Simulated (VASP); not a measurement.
The system is SiC.

```
CELL_PARAMETERS angstrom
3.09500 0.00000 0.00000
-1.54750 2.68035 0.00000
0.00000 0.00000 15.17000
ATOMIC_POSITIONS crystal
Si 0.00000 0.00000 0.12500
Si 0.00000 0.00000 0.62500
Si 0.33333 0.66667 0.29170
Si 0.66667 0.33333 0.79170
Si 0.33333 0.66667 0.95830
Si 0.66667 0.33333 0.45830
C 0.00000 0.00000 0.00000
C 0.00000 0.00000 0.50000
C 0.33333 0.66667 0.16670
C 0.66667 0.33333 0.66670
C 0.33333 0.66667 0.83330
C 0.66667 0.33333 0.33330
```

| Quantity | Value |
| --- | --- |
| Program | VASP 6.6.1 |
| Task | relaxation of cell and atoms |
| Functional | r2SCAN |
| Potentials or basis | VASP PAW PBE potentials, release 64 (Si, C) |
| Cutoff | 600 eV |
| k mesh | 12 × 12 × 2 |
| Occupations | gaussian, width 0.02 eV |
| Spin | no spin polarisation |

At the start: pressure -3.6 GPa; volume 10.49 Å³/atom.

**Question.** How do energy, volume and symmetry change on relaxing?

**Answer.** Over 8 steps the energy falls by 2.1 meV/atom and the volume is 10.32 Å³/atom (-1.6 %); space group P6_3mc (No. 186, to 0.1 Å) before and after.

Step by step:
```tsv
step	energy change (eV)	largest force (eV/Å)	pressure (GPa)	volume (Å³)
1	0.0000	0.1492	-3.63	125.85
2	0.0057	0.1285	4.27	121.57
3	-0.0246	0.0294	-0.07	123.79
4	-0.0246	0.0314	0.07	123.75
5	-0.0247	0.0121	0.08	123.74
6	-0.0247	0.0129	0.08	123.74
7	-0.0247	0.0092	-0.07	123.83
8	-0.0248	0.0006	0.01	123.79
```

Final structure:
```
CELL_PARAMETERS angstrom
3.07682 0.00000 0.00000
-1.53841 2.66460 0.00000
0.00000 0.00000 15.09900
ATOMIC_POSITIONS crystal
Si 0.00000 0.00000 0.12504
Si 0.00000 0.00000 0.62504
Si 0.33333 0.66667 0.29182
Si 0.66667 0.33333 0.79182
Si 0.33333 0.66667 0.95830
Si 0.66667 0.33333 0.45830
C 0.00000 0.00000 0.99969
C 0.00000 0.00000 0.49969
C 0.33333 0.66667 0.16685
C 0.66667 0.33333 0.66685
C 0.33333 0.66667 0.83331
C 0.66667 0.33333 0.33331
```

Caveat: the PAW data sets were made with another functional, which shifts forces and pressure a little.
